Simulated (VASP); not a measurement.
Crystal: ZrSi3.

```
Zr Si
1.0
     3.95077    0.00000    0.00000
     0.00000    3.95077    0.00000
     0.00000    0.00000    3.95077
Zr Si
1 3
Direct
  0.00000 0.00000 0.00000
  0.00000 0.50000 0.50000
  0.50000 0.50000 0.00000
  0.50000 0.00000 0.50000
```

Base run:

```yaml
Program: VASP 6.6.1
Functional: PBEsol
Potentials_or_basis: VASP PAW PBE potentials, release 64 (Zr_sv, Si)
Cutoff: 520 eV
k_mesh: 8 × 8 × 8
Occupations: gaussian, width 0.05 eV
Spin: no spin polarisation
```

Its results: band gap on the k mesh zero (bands 12 and 13 overlap by 2.44 eV); pressure 0.2 GPa.

Task: The run is repeated on the same cell with these changes: hubbard terms from none to Zr d U = 1.0 eV. What comes out?

Result: Band gap on the k mesh zero (bands 12 and 13 overlap by 2.42 eV); pressure 1.3 GPa.

Caveats: the PAW data sets were made with another functional, which shifts forces and pressure a little; U without spin polarisation on a metal has little footing (at least some runs); the U is typed as a test and isn't derived for this compound (at least some runs).
